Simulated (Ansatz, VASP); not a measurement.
# Two plane-wave programs on BaTe

```xyz
2
Lattice="0.0000 3.5324 3.5324 3.5324 0.0000 3.5324 3.5324 3.5324 0.0000" Properties=species:S:1:pos:R:3 pbc="T T T"
Ba    0.0000    0.0000    0.0000
Te    3.5324    3.5324    3.5324
```

Alike in both runs: task single point; functional PBE-based screened hybrid with a share of 0.4 of exact exchange and HFSCREEN = 0.5; k mesh 4 × 4 × 4; no spin polarisation.

|  | VASP | Ansatz |
| --- | --- | --- |
| version | VASP 6.6.1 | Ansatz 0.2.0 |
| potentials or method | VASP PAW PBE potentials, release 64 (Ba_sv, Te) | plane waves |
| plane-wave cutoff (eV) | 520 | 420 |
| occupations | gaussian, width 0.01 eV | fixed |
| valence electrons in the cell | 16 | 26 |

|  | VASP | Ansatz | Ansatz less VASP |
| --- | --- | --- | --- |
| gap on the k mesh at the Fermi level (eV) | 2.08 | 2.11 | +0.039 |
| pressure (GPa) | 0.0 | -0.2 | -0.18 |

VASP's potentials were made for PBE, not for PBE-based screened hybrid. VASP's potentials hold 16 valence electrons a cell and Ansatz's 26, so a difference there can come from the potentials and not from the codes. Ansatz's warnings: stress exchange threshold loose, stress scf threshold loose.

Spin-orbit coupling is off throughout.
